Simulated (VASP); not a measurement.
Input of a VASP 6.6.1 run:

The input POSCAR:

```
C
1.0
    0.0000000000      1.7833700000      1.7833700000
    1.7833700000      0.0000000000      1.7833700000
    1.7833700000      1.7833700000      0.0000000000
C
2
Direct
    0.7500000000      0.7500000000      0.7500000000
    0.5000000000      0.5000000000      0.5000000000
```

The input INCAR.step1:

```
SYSTEM = C
PREC = Accurate ; ENCUT = 520
ISMEAR = 0 ; SIGMA = 0.05
LREAL = .False. ; LASPH = .True.
NELM = 80 ; NBANDS = 11
GGA = PE ; ALGO = Normal
EDIFF = 1E-4 ; LWAVE = .True.
LCHARG = .False.
```

File INCAR.step2:

```
SYSTEM = C
PREC = Accurate ; ENCUT = 520
EDIFF = 1E-6 ; ISMEAR = 0
SIGMA = 0.05 ; LREAL = .False.
LASPH = .True. ; NELM = 80
ALGO = Normal ; ISIF = 2
LWAVE = .False. ; LCHARG = .False.
METAGGA = R2SCAN ; LMIXTAU = .True.
NBANDS = 11 ; ISTART = 1
```

File KPOINTS:

```
regular mesh
0
Gamma
  11 11 11
  0 0 0
```

Potentials or basis: VASP PAW PBE potentials, release 64 (C).

Run with:

```console
$ cat potpaw_PBE.64/C/POTCAR > POTCAR
$ cp INCAR.step1 INCAR
$ mpirun -np 1 vasp_std > vasp.out
$ cp INCAR.step2 INCAR
$ mpirun -np 1 vasp_std > vasp.out
```

(1) Estimate the band gap on the k mesh.

(2) What does it give for the pressure?

Answers

(1) 4.32 eV, indirect (least direct gap 5.84 eV).

(2) -1.3 GPa.

Caveat: the PAW data sets were made with another functional, which shifts forces and pressure a little.
